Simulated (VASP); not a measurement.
As2Se: single point with PBEsol

As2Se:

```xyz
6
Lattice="-3.4852 3.4143 2.7523 3.4845 -3.4142 2.7512 3.4855 3.4145 -2.7521" Properties=species:S:1:pos:R:3 pbc="T T T"
As   -0.0103    5.1557    0.6452
As   -0.0103    1.7446    0.6455
As    1.8598    3.4507    2.4159
As   -1.6272    3.4501    1.6260
Se   -0.0525    0.0359    2.7307
Se    3.4362    0.0362    1.3242
```

* Program: VASP 6.6.1
* Task: single point
* Functional: PBEsol
* Potentials or basis: VASP PAW PBE potentials, release 64 (As, Se)
* Cutoff: 520 eV
* k mesh: 6 × 6 × 6
* Occupations: gaussian, width 0.1 eV
* Spin: no spin polarisation

```json
{
 "Pressure": "0.3 GPa",
 "Largest force": "0.057 eV/Å",
 "Band gap on the k mesh": "zero (bands 16 and 17 overlap by 0.28 eV)"
}
```

Forces on the atoms (eV/Å):
```
As   0.050  0.001  0.001
As   0.050  0.000  0.001
As  -0.033 -0.001 -0.046
As  -0.032  0.001  0.046
Se  -0.018  0.000 -0.003
Se  -0.017  0.000  0.001
```

Levels at points of the mesh, in eV from the Fermi level:
```
           k point  band 14  band 15  band 16  band 17  band 18  band 19
(0.00, 0.00, 0.00)    -2.83    -2.68    -0.78     2.31     2.37     2.92
(0.50, 0.00, 0.00)    -1.64    -1.63    -0.31     0.34     0.89     1.63
(0.00, 0.50, 0.00)    -1.56    -0.96    -0.51     0.78     0.94     1.38
(0.50, 0.50, 0.00)    -2.01    -0.81    -0.78     0.13     0.14     1.75
(0.00, 0.00, 0.50)    -2.01    -0.81    -0.78     0.13     0.14     1.75
(0.50, 0.00, 0.50)    -1.56    -0.96    -0.51     0.77     0.95     1.36
(0.00, 0.50, 0.50)    -1.64    -1.63    -0.31     0.34     0.89     1.62
(0.50, 0.50, 0.50)    -1.48    -0.04     0.14     0.47     0.69     0.83
```

Wall time 6.8 min on 1 thread of Intel(R) Xeon(R) 6975P-C (Granite Rapids) (shared host), peak memory 0.46 GiB.

Caveat: the PAW data sets were made with another functional, which shifts forces and pressure a little.
